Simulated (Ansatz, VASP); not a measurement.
# AlNi in VASP and in Ansatz

Contents of INCAR:

```
SYSTEM = AlNi
ALGO = Fast
EDIFF = 1E-6
ENCUT = 520
GGA = PE
ISIF = 2
ISMEAR = 0
LASPH = .TRUE.
LCHARG = .FALSE.
LREAL = .FALSE.
LWAVE = .FALSE.
NBANDS = 14
NELM = 100
PREC = Accurate
SIGMA = 0.15
```

File KPOINTS:

```
k-points
0
G
  16 16 16
  0 0 0
```

Contents of POSCAR:

```
AlNi
1.0
    1.8179426107     -1.8179125270      0.0000000000
    2.0426284287      2.0426020632      0.0000000000
    0.0000000000      0.0000000000      2.9004437058
Al Ni
1 1
Direct
    0.0000000000      0.0000000000      0.0000000000
    0.5000000000      0.5000000000      0.5000000000
```

Input for Ansatz:

```yaml
crystal:
  lattice:
    - [1.8179426107, -1.817912527, 0.0]
    - [2.0426284287, 2.0426020632, 0.0]
    - [0.0, 0.0, 2.9004437058]
  atoms:
    - { symbol: Al, position: [0.0, 0.0, 0.0] }
    - { symbol: Ni, position: [0.5, 0.5, 0.5] }
basis:
  ecutwfc: 520.0
kpoints:
  mp_grid: { grid: [16, 16, 16] }
hamiltonian:
  xc: pbe
  pseudopotentials: { kind: paw, azcp: { folder: soft_1 } }
scf:
  occupations: { method: gaussian, width: 0.15 }
output:
  forces: true
  stress: true
  eigenvalues: true
```

Change from the starting cell: normal strain along x -0.1100, normal strain along y +0.0000.

Alike in both runs: task single point; functional PBE; k mesh 16 × 16 × 16; occupations gaussian, width 0.15 eV; no spin polarisation.

|  | VASP | Ansatz |
| --- | --- | --- |
| version | VASP 6.6.1 | Ansatz 0.2.0 |
| potentials or method | VASP PAW PBE potentials, release 64 (Al, Ni), cutoff 520 eV | scalar-relativistic, plane waves, PAW |
| valence electrons in the cell | 13 | 21 |

```tsv
	VASP	Ansatz	Ansatz less VASP
gap on the k mesh at the Fermi level (eV)	none	none	-
pressure (GPa)	25.1	25.2	+0.12
traceless stress, the component that is largest in VASP (GPa)	-9.11	-8.99	+0.122
```

A gap of «none» marks a metal or a gap that the smearing closes. VASP's potentials hold 13 valence electrons a cell and Ansatz's 21, so a difference there can come from the potentials and not from the codes. Ansatz's warnings: near symmetry operations not taken.
